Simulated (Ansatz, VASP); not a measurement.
## Two plane-wave programs on Ta3Cr

```
CELL_PARAMETERS angstrom
4.09818 0.00000 0.00000
0.00000 4.09818 0.00000
0.00000 0.00000 4.09818
ATOMIC_POSITIONS crystal
Ta 0.00000 0.50000 0.50000
Ta 0.50000 0.00000 0.50000
Ta 0.50000 0.50000 0.00000
Cr 0.00000 0.00000 0.00000
```

Alike in both runs: functional PBE; k mesh 12 × 12 × 12; occupations gaussian, width 0.1 eV; no spin polarisation.

Ansatz relaxed the structure, and its values are those at the end. VASP's run is a single point on that final structure, the one shown.

```csv
,VASP,Ansatz
version,VASP 6.6.1,Ansatz 0.2.0
potentials or method,"VASP PAW PBE potentials, release 64 (Ta_pv, Cr_pv), cutoff 520 eV","scalar-relativistic, plane waves, PAW"
valence electrons in the cell,45,53
```

```csv
,VASP,Ansatz,Ansatz less VASP
gap on the k mesh at the Fermi level (eV),none,none,-
pressure (GPa),0.0,0.0,+0.02
```

A gap of «none» marks a metal or a gap that the smearing closes. VASP's potentials hold 45 valence electrons a cell and Ansatz's 53, so a difference there can come from the potentials and not from the codes.

Spin-orbit coupling is off throughout.
